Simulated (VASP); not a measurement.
# NaH (F-43m) in VASP: further runs

Aim: see how the results for NaH move with the level of theory and the settings. Levels: PBE, r2SCAN. Tasks: single point.

Program: VASP 6.6.1. These are calculated values, not measurements. Logs are shortened: lines on timing, memory, paths and dates and some standing lists are left out, and cuts for length are marked.

### 1 The cell of the first run

It takes space group F-43m (No. 216, cubic). Conventional cell: a = 5.194 Å, b = 5.194 Å, c = 5.194 Å, α = 90.00°, β = 90.00°, γ = 90.00°. Within 3.0 Å of Na (site symmetry -43m) lie 4 H at 2.25 Å. H (site symmetry -43m) has 4 Na at 2.25 Å within 3.0 Å.

### 2 Single point, PBE

INCAR reads:

```
PREC     = Accurate       # precision mode
ENCUT    = 520            # plane-wave cutoff, eV
EDIFF    = 1E-6           # SCF threshold, eV
ISMEAR   = 0              # smearing method
SIGMA    = 0.01           # smearing width, eV
LREAL    = False          # projectors in reciprocal space
LASPH    = True           # aspherical terms in the spheres
NELM     = 60             # most SCF steps
ALGO     = Normal         # electronic algorithm
ISIF     = 2              # what is computed and relaxed
LWAVE    = False          # write WAVECAR
LCHARG   = False          # write CHGCAR
GGA      = PE             # functional
NBANDS   = 11             # bands
```

KPOINTS reads:

```
regular mesh
0
Gamma
  6 6 6
```

POSCAR reads:

```
NaH
1.0
    0.0000000000      2.5969210614      2.5969210614
    2.5969210614      0.0000000000      2.5969210614
    2.5969210614      2.5969210614      0.0000000000
Na H
1 1
Direct
    0.0000000000      0.0000000000      0.0000000000
    0.2500000000      0.2500000000      0.2500000000
```

Potentials or basis: VASP PAW PBE potentials, release 64 (Na_pv, H).

Started as:

```bash
$ cat potpaw_PBE.64/Na_pv/POTCAR potpaw_PBE.64/H/POTCAR > POTCAR
$ mpirun -np 1 vasp_std > vasp.out
```

OUTCAR:

```text
PREC = Accurate
   ENCUT = 520
   EDIFF = 1E-6
   ISMEAR = 0
   LREAL = False
   LASPH = True
   NELM = 60
   ISIF = 2
   GGA = PE

 ion  position               nearest neighbor table
   1  0.000  0.000  0.000-
   2  0.250  0.250  0.250-

  LATTYP: Found a face centered cubic cell.
 ALAT       =     5.1938421228

  Lattice vectors:

 A1 = (   0.0000000000,   2.5969210614,   2.5969210614)
 A2 = (   2.5969210614,   0.0000000000,   2.5969210614)
 A3 = (   2.5969210614,   2.5969210614,   0.0000000000)

Analysis of symmetry for initial positions (statically):
=====================================================================
 Subroutine PRICEL returns:
 Original cell was already a primitive cell.

 Routine SETGRP: Setting up the symmetry group for a
 face centered cubic supercell.

 Subroutine GETGRP returns: Found 24 space group operations
 (whereof 24 operations were pure point group operations)
 out of a pool of 48 trial point group operations.

The static configuration has the point symmetry T_d .

Analysis of symmetry for dynamics (positions and initial velocities):
=====================================================================
 Subroutine PRICEL returns:
 Original cell was already a primitive cell.

 Routine SETGRP: Setting up the symmetry group for a
 face centered cubic supercell.

 Subroutine GETGRP returns: Found 24 space group operations
 (whereof 24 operations were pure point group operations)
 out of a pool of 48 trial point group operations.

The dynamic configuration has the point symmetry T_d .

 Subroutine INISYM returns: Found 24 space group operations
 (whereof 24 operations are pure point group operations),
 and found     1 'primitive' translations

----------------------------------------------------------------------------------------

                                     Primitive cell

  volume of cell :      35.0273

  direct lattice vectors                    reciprocal lattice vectors
     0.000000000  2.596921061  2.596921061    -0.192535694  0.192535694  0.192535694
     2.596921061  0.000000000  2.596921061     0.192535694 -0.192535694  0.192535694
     2.596921061  2.596921061  0.000000000     0.192535694  0.192535694 -0.192535694

  length of vectors
     3.672600985  3.672600985  3.672600985     0.333481605  0.333481605  0.333481605

  position of ions in fractional coordinates (direct lattice)
     0.000000000  0.000000000  0.000000000
     0.250000000  0.250000000  0.250000000

  ion indices of the primitive-cell ions
   primitive index   ion index
                 1           1
                 2           2

----------------------------------------------------------------------------------------

 KPOINTS: regular mesh

Automatic generation of k-mesh.
 Grid dimensions read from file:
 generate k-points for:    6    6    6

 Generating k-lattice:

  Cartesian coordinates                     Fractional coordinates (reciprocal lattice)
    -0.032089282  0.032089282  0.032089282     0.166666667  0.000000000  0.000000000
     0.032089282 -0.032089282  0.032089282     0.000000000  0.166666667  0.000000000
     0.032089282  0.032089282 -0.032089282     0.000000000  0.000000000  0.166666667

  Length of vectors
     0.055580268  0.055580268  0.055580268

  Shift w.r.t. Gamma in fractional coordinates (k-lattice)
     0.000000000  0.000000000  0.000000000

 Subroutine IBZKPT returns following result:
 ===========================================

 Found     16 irreducible k-points:

 Following reciprocal coordinates:
            Coordinates               Weight
  0.000000  0.000000  0.000000      1.000000
  0.166667  0.000000  0.000000      8.000000
  0.333333  0.000000  0.000000      8.000000
  0.500000  0.000000  0.000000      4.000000
  0.166667  0.166667  0.000000      6.000000
  0.333333  0.166667  0.000000     24.000000
[... 8 lines left out ...]
 -0.333333  0.333333  0.166667     24.000000
 -0.333333  0.500000  0.166667     12.000000
   k-points           NKPTS =     16   k-points in BZ     NKDIM =     16   number of bands    NBANDS=     11
   number of dos      NEDOS =    301   number of ions     NIONS =      2
   total plane-waves  NPLWV =  21952
   dimension x,y,z NGX =    28 NGY =   28 NGZ =   28
   dimension x,y,z NGXF=    56 NGYF=   56 NGZF=   56
   ions per type =               1   1
   NGX,Y,Z   is equivalent  to a cutoff of  12.67, 12.67, 12.67 a.u.
   NGXF,Y,Z  is equivalent  to a cutoff of  25.35, 25.35, 25.35 a.u.
 SYSTEM =  unknown system
   PREC   = accura    normal or accurate (medium, high low for compatibility)
   ISTART =      0    job   : 0-new  1-cont  2-samecut
   ICHARG =      2    charge: 1-file 2-atom 10-const
   ISPIN  =      1    spin polarized calculation?
   LNONCOLLINEAR =      F non collinear calculations
   LSORBIT =      F    spin-orbit coupling
   LASPH  =      T    aspherical Exc in radial PAW
   ENCUT  =  520.0 eV  38.22 Ry    6.18 a.u.   6.83  6.83  6.83*2*pi/ulx,y,z
   NELM   =     60;   NELMIN=  2; NELMDL= -5     # of ELM steps
   EDIFF  = 0.1E-05   stopping-criterion for ELM
   LREAL  =      F    real-space projection
[... 7 lines left out ...]
   TEBEG  =    0.0;   TEEND  =   0.0 temperature during run
   PSTRESS=    0.0 pullay stress
   NELECT =       8.0000    total number of electrons
   NUPDOWN=      -1.0000    fix difference up-down
   EMIN   =  10.00;   EMAX   =-10.00  energy-range for DOS
   EFERMI =   0.00;   METHOD = LEGACY
   ISMEAR =     0;   SIGMA  =   0.01  broadening in eV -4-tet -1-fermi 0-gaus
   EFERMI_NEDOS =   21; number of points for ismear=-14 and -15
   IALGO  =     38    algorithm
   IMIX   =      4    mixing-type and parameters
     AMIX     =   0.40;   BMIX     =  1.00
     AMIX_MAG =   1.60;   BMIX_MAG =  1.00
  volume/ion in A,a.u.               =      17.51       118.19
  Fermi-wavevector in a.u.,A,eV,Ry     =   1.000697  1.891044 13.624808  1.001395
  Thomas-Fermi vector in A             =   2.133071
   LORBIT       =      0    0 simple, 1 ext, 2 COOP (PROOUT), +10 PAW based schemes
   GGA     = PE    functional components
   LHFCALC =     F    Hartree Fock is set to
   AEXX    =    0.0000 exact exchange contribution
   IVDW    =     0    specifies the selected vdW correction
   LEPSILON=     F    determine dielectric tensor
   LRPA    =     F    only Hartree local field effects (RPA)
 non-spin polarized calculation
 Gauss-broadening in eV      SIGMA  =   0.01
  energy-cutoff  :      520.00
  volume of cell :       35.03
 maximum number of plane-waves:       960
   NGX = 13   NGY = 13   NGZ = 13

 number of electron       8.0000009 magnetization

 Free energy of the ion-electron system (eV)
  ---------------------------------------------------
  ext. energy  EPLUGINS =         0.00000000
  ---------------------------------------------------
  free energy    TOTEN  =        -4.98993668 eV

  energy without entropy =       -4.98993668  energy(sigma->0) =       -4.98993668

 E-fermi :  -1.8405     XC(G=0):  -6.8758

 val. band max:       -1.9089083683   @ k =  -0.3333   0.5000   0.1667
 cond. band min:       1.7229161234   @ k =   0.5000   0.0000   0.0000
 fundamental gap:      3.6318244917
 Fermi energy:        -1.8405244228

 k-point     1 :       0.0000    0.0000    0.0000
  band No.  band energies     occupation
      1     -23.8800      2.00000
      2     -23.8800      2.00000
      3     -23.8800      2.00000
      4      -4.7273      2.00000
      5       6.3316      0.00000
      6      11.4490      0.00000
      7      11.4490      0.00000
      8      11.4490      0.00000
      9      14.1200      0.00000
     10      14.1200      0.00000
     11      14.1200      0.00000

 k-point     2 :       0.1667    0.0000    0.0000
  band No.  band energies     occupation
      1     -23.8920      2.00000
      2     -23.8816      2.00000
      3     -23.8816      2.00000
      4      -4.3447      2.00000
      5       5.1980      0.00000
      6      10.2619      0.00000
      7      11.0646      0.00000
      8      11.0646      0.00000
      9      14.6922      0.00000
     10      14.6922      0.00000
     11      15.0759      0.00000

 k-point     3 :       0.3333    0.0000    0.0000
  band No.  band energies     occupation
      1     -23.9158      2.00000
      2     -23.8848      2.00000
      3     -23.8848      2.00000
      4      -3.3493      2.00000
      5       2.9868      0.00000
      6       9.1331      0.00000
      7      10.7312      0.00000
      8      10.7312      0.00000
      9      13.0297      0.00000
     10      13.0297      0.00000
     11      14.3718      0.00000

 k-point     4 :       0.5000    0.0000    0.0000
  band No.  band energies     occupation
      1     -23.9276      2.00000
      2     -23.8863      2.00000
      3     -23.8863      2.00000
      4      -2.5941      2.00000
      5       1.7229      0.00000
      6       8.7844      0.00000
      7      10.7087      0.00000
      8      10.7087      0.00000
      9      12.3072      0.00000
     10      12.3073      0.00000
     11      13.7993      0.00000
[... 127 lines left out ...]
 k-point    14 :       0.5000    0.3333    0.1667
  band No.  band energies     occupation
      1     -23.9158      2.00000
      2     -23.8987      2.00000
      3     -23.8902      2.00000
      4      -2.6220      2.00000
      5       3.1917      0.00000
      6       6.1474      0.00000
      7       7.5380      0.00000
      8      11.0635      0.00000
      9      13.5772      0.00000
     10      14.0083      0.00000
     11      17.2411      0.00000

 k-point    15 :      -0.3333    0.3333    0.1667
  band No.  band energies     occupation
      1     -23.9172      2.00000
      2     -23.9046      2.00000
      3     -23.8927      2.00000
      4      -2.0925      2.00000
      5       2.8788      0.00000
      6       5.2456      0.00000
      7       6.7440      0.00000
      8      11.7969      0.00000
      9      12.7517      0.00000
     10      16.1952      0.00000
     11      16.8973      0.00000

 k-point    16 :      -0.3333    0.5000    0.1667
  band No.  band energies     occupation
      1     -23.9188      2.00000
      2     -23.9035      2.00000
      3     -23.8968      2.00000
      4      -1.9089      2.00000
      5       3.6762      0.00000
      6       4.4431      0.00000
      7       5.9906      0.00000
      8      10.5117      0.00000
      9      13.3862      0.00000
     10      15.3443      0.00000
     11      18.1546      0.00000

------------------------ aborting loop because EDIFF is reached ----------------------------------------

  FORCE on cell =-STRESS in cart. coord.  units (eV):
  Direction    XX          YY          ZZ          XY          YZ          ZX
  --------------------------------------------------------------------------------------
  -------------------------------------------------------------------------------------
  Total        0.0490970      0.0490970      0.0490970     -0.0000000      0.0000000      0.0000000
  in kB        2.2457405      2.2457405      2.2457405     -0.0000000      0.0000000      0.0000000
  external PRESSURE =       2.2457405 kB  Pullay stress =       0.0000000 kB

 VOLUME and BASIS-vectors are now :
 -----------------------------------------------------------------------------
  energy-cutoff  :      520.00
  volume of cell :       35.03
      direct lattice vectors                 reciprocal lattice vectors
     0.000000000  2.596921061  2.596921061    -0.192535694  0.192535694  0.192535694
     2.596921061  0.000000000  2.596921061     0.192535694 -0.192535694  0.192535694
     2.596921061  2.596921061  0.000000000     0.192535694  0.192535694 -0.192535694

 POSITION                                       TOTAL-FORCE (eV/Angst)
 -----------------------------------------------------------------------------------
      0.00000      0.00000      0.00000         0.000000      0.000000      0.000000
      1.29846      1.29846      1.29846        -0.000000     -0.000000     -0.000000
 -----------------------------------------------------------------------------------
    total drift:                                0.000001      0.000001      0.000001

  FREE ENERGIE OF THE ION-ELECTRON SYSTEM (eV)
  ---------------------------------------------------
  free  energy   TOTEN  =        -4.9899366829 eV

  energy  without entropy=       -4.9899366829  energy(sigma->0) =       -4.98993668
```

It took 19 s on 1 thread of AMD EPYC 7R13, shared host; peak memory 0.12 GiB.

What came out:

```yaml
Free_energy: -4.9899 eV
Pressure: 0.2 GPa
Band_gap_on_the_k_mesh: 3.63 eV, indirect (least direct gap 4.32 eV)
```

A k mesh can miss the band edges. A hybrid or GW would open this gap; PBE tends to underestimate it.

### 3 Single point, PBE

INCAR reads:

```
SYSTEM = NaH
  ALGO = Normal
  EDIFF = 1E-6
  ENCUT = 520
  GGA = PE
  ISIF = 2
  ISMEAR = 0
  LASPH = .True.
  LCHARG = .False.
  LREAL = .False.
  LWAVE = .False.
  NBANDS = 11
  NELM = 100
  PREC = Accurate
  SIGMA = 0.01
```

KPOINTS reads:

```
k-points
0
Gamma
  6 6 6
  0 0 0
```

POSCAR is that of step 2.

Potentials or basis: VASP PAW PBE potentials, release 64 (Na_pv, H).

Started as:

```bash
$ cat potpaw_PBE.64/Na_pv/POTCAR potpaw_PBE.64/H/POTCAR > POTCAR
$ mpirun -np 1 vasp_std > vasp.out
```

Run time: 19 s. Hardware: 1 thread of AMD EPYC 7R13, shared host; peak memory 0.12 GiB.

It converged, with:

```
Free energy            : -4.9899 eV
Pressure               : 0.2 GPa
Band gap on the k mesh : 3.63 eV, indirect (least direct gap 4.32 eV)
```

Levels at points of the mesh, in eV from the valence-band top:
| k point | band 2 | band 3 | band 4 | band 5 | band 6 | band 7 |
| --- | --- | --- | --- | --- | --- | --- |
| (0.00, 0.00, 0.00) | -21.97 | -21.97 | -2.82 | 8.24 | 13.36 | 13.36 |
| (0.50, 0.00, 0.00) | -21.98 | -21.98 | -0.69 | 3.63 | 10.69 | 12.62 |
| (0.50, 0.50, 0.00) | -21.99 | -21.99 | -0.06 | 5.06 | 7.47 | 9.77 |

### 4 Single point, r2SCAN

POSCAR is that of step 3.

INCAR.step1 reads:

```
ALGO     = Normal         # electronic algorithm
EDIFF    = 1E-4           # SCF threshold, eV
ENCUT    = 520            # plane-wave cutoff, eV
GGA      = PE             # functional
ISMEAR   = 0              # smearing method
LASPH    = T              # aspherical terms in the spheres
LCHARG   = F              # write CHGCAR
LREAL    = F              # projectors in reciprocal space
LWAVE    = T              # write WAVECAR
NBANDS   = 11             # bands
NELM     = 80             # most SCF steps
PREC     = Accurate       # precision mode
SIGMA    = 0.01           # smearing width, eV
```

INCAR.step2 reads:

```
ALGO     = Normal         # electronic algorithm
EDIFF    = 1E-6           # SCF threshold, eV
ENCUT    = 520            # plane-wave cutoff, eV
ISIF     = 2              # what is computed and relaxed
ISMEAR   = 0              # smearing method
ISTART   = 1            
LASPH    = T              # aspherical terms in the spheres
LCHARG   = T              # write CHGCAR
LELF     = T              # ELF
LMIXTAU  = T            
LREAL    = F              # projectors in reciprocal space
LVHAR    = T            
LWAVE    = F              # write WAVECAR
METAGGA  = R2SCAN         # meta-GGA
NBANDS   = 11             # bands
NELM     = 80             # most SCF steps
PREC     = Accurate       # precision mode
SIGMA    = 0.01           # smearing width, eV
```

KPOINTS reads:

```
k-points
0
Gamma
  6 6 6
```

Started as:

```bash
$ cat potpaw_PBE.64/Na_pv/POTCAR potpaw_PBE.64/H/POTCAR > POTCAR
$ cp INCAR.step1 INCAR
$ mpirun -np 1 vasp_std > vasp.out
$ cp INCAR.step2 INCAR
$ mpirun -np 1 vasp_std > vasp.out
```

Run time: 75 s. Hardware: 1 thread of AMD EPYC 7R13, shared host; peak memory 0.12 GiB.

It converged, with:

```
Free energy            : -7.4597 eV
Pressure               : -0.2 GPa
Band gap on the k mesh : 4.07 eV, indirect (least direct gap 4.74 eV)
```

Levels at points of the mesh, in eV from the valence-band top:
```tsv
k point	band 1	band 2	band 3	band 4	band 5	band 6	band 7	band 8	band 9
(0.00, 0.00, 0.00)	-22.76	-22.76	-22.76	-2.78	8.87	13.83	13.83	13.83	17.14
(0.50, 0.00, 0.00)	-22.81	-22.77	-22.77	-0.67	4.07	11.56	13.16	13.16	15.12
(0.50, 0.50, 0.00)	-22.80	-22.78	-22.78	-0.06	5.57	7.92	10.38	10.38	13.48
```

Caveat: the PAW data sets were made with another functional, which shifts forces and pressure a little.
